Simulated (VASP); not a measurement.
Input of a VASP 6.6.1 run:

File INCAR:

```
SYSTEM = InP
PREC = Accurate
ENCUT = 520
EDIFF = 1E-6
ISMEAR = 0
SIGMA = 0.15
LREAL = .False.
LASPH = .True.
NELM = 60
ALGO = Normal
ISIF = 2
LWAVE = .False.
LCHARG = .False.
GGA = PE
NBANDS = 16
```

File KPOINTS:

```
Automatic mesh
0
Gamma
  18 18 18
  0 0 0
```

The input POSCAR:

```
InP
1.0
    0.0000000000      2.8532652270      2.8532652270
    2.8532652270      0.0000000000      2.8532652270
    2.8532652270      2.8532652270      0.0000000000
In P
1 1
Direct
    0.0000000000      0.0000000000      0.0000000000
    0.5000000000      0.5000000000      0.5000000000
```

Potentials or basis: VASP PAW PBE potentials, release 64 (In_d, P).

Launch:

```sh
$ cat potpaw_PBE.64/In_d/POTCAR potpaw_PBE.64/P/POTCAR > POTCAR
$ mpirun -np 1 vasp_std > vasp.out
```

**Question.** Estimate the band gap on the k mesh.

**Answer.** Zero (band 9 reaches 6.26 eV, above the bottom of band 10 at 3.93 eV).

**Question.** Estimate the pressure.

**Answer.** -5.3 GPa.

Caveat: the cell differs from its parent crystal (strain +0.030 along x and y, +0.030 along z); spin-orbit coupling is left out, which moves the levels of the heavy elements.
